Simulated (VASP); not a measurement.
TiAl3, 4 atoms in the cell. Symmetry: C2/m, No. 12, monoclinic system. The conventional cell has a = 9.697 Å, b = 3.726 Å, c = 3.726 Å, α = 90.00°, β = 112.60°, γ = 90.00°. Ti (site symmetry 2/m) has 12 Al at 2.63 to 2.94 Å within 3.5 Å. Within 3.5 Å of Al (site symmetry 2/m) lie 4 Ti at 2.63 Å and 8 Al at 2.89 to 2.94 Å. Al (site symmetry m) has 8 Al at 2.58 to 2.94 Å and 4 Ti at 2.89 to 2.94 Å within 3.4 Å.  This cell differs from its parent crystal: mode 9 frozen in at -0.038 Å, strain +e along z and -e/2 along x and y +0.0467.

- Program: VASP 6.6.1
- Task: single point
- Functional: PBEsol
- Potentials or basis: VASP PAW PBE potentials, release 64 (Ti_sv, Al)
- Cutoff: 520 eV
- k mesh: 14 × 14 × 14
- Occupations: gaussian, width 0.15 eV
- Spin: no spin polarisation
- Dipole correction: no
- Further INCAR settings: ALGO = Fast; EDIFF = 1e-06; NBANDS = 18

Potentials or basis: VASP PAW PBE potentials, release 64 (Ti_sv, Al).

Run with:

```console
$ cat potpaw_PBE.64/Ti_sv/POTCAR potpaw_PBE.64/Al/POTCAR > POTCAR
$ mpirun -np 1 vasp_std > vasp.out
```

Hardware: 1 thread of AMD EPYC 9R45 96-Core Processor (Zen 5), with other jobs on the host.

Task: Estimate the wall time of this run.

Result: It took 23 min on 1 thread of AMD EPYC 9R45 96-Core Processor (Zen 5), on a shared host, peak memory 0.83 GiB. Counts: scf iterations 26, k points 744.
